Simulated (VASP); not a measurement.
Here is a VASP 6.6.1 calculation.

File INCAR:

```
  ALGO = Normal
  EDIFF = 1E-7
  ENCUT = 520
  GGA = PE
  ISIF = 2
  ISMEAR = 0
  LASPH = T
  LCHARG = T
  LELF = T
  LREAL = F
  LVHAR = T
  LWAVE = F
  NBANDS = 22
  NELM = 100
  PREC = Accurate
  SIGMA = 0.1
```

The input KPOINTS:

```
k-points
0
Gamma
  10 10 10
```

File POSCAR:

```
CuBiH3
1.0
    4.1532678383      0.0000000000      0.0000000000
    0.0000000000      4.1532678383      0.0000000000
    0.0000000000      0.0000000000      4.1532678383
Cu Bi H
1 1 3
Direct
    0.0000000000      0.0000000000      0.0000000000
    0.5000000000      0.5000000000      0.5000000000
    0.0000000000      0.5000000000      0.5000000000
    0.5000000000      0.0000000000      0.5000000000
    0.5000000000      0.5000000000      0.0000000000
```

Potentials or basis: VASP PAW PBE potentials, release 64 (Cu, Bi_d, H).

Command:

```bash
$ cat potpaw_PBE.64/Cu/POTCAR potpaw_PBE.64/Bi_d/POTCAR potpaw_PBE.64/H/POTCAR > POTCAR
$ mpirun -np 1 vasp_std > vasp.out
```

(1) What does it give for the pressure?

Answers

(1) -0.1 GPa.
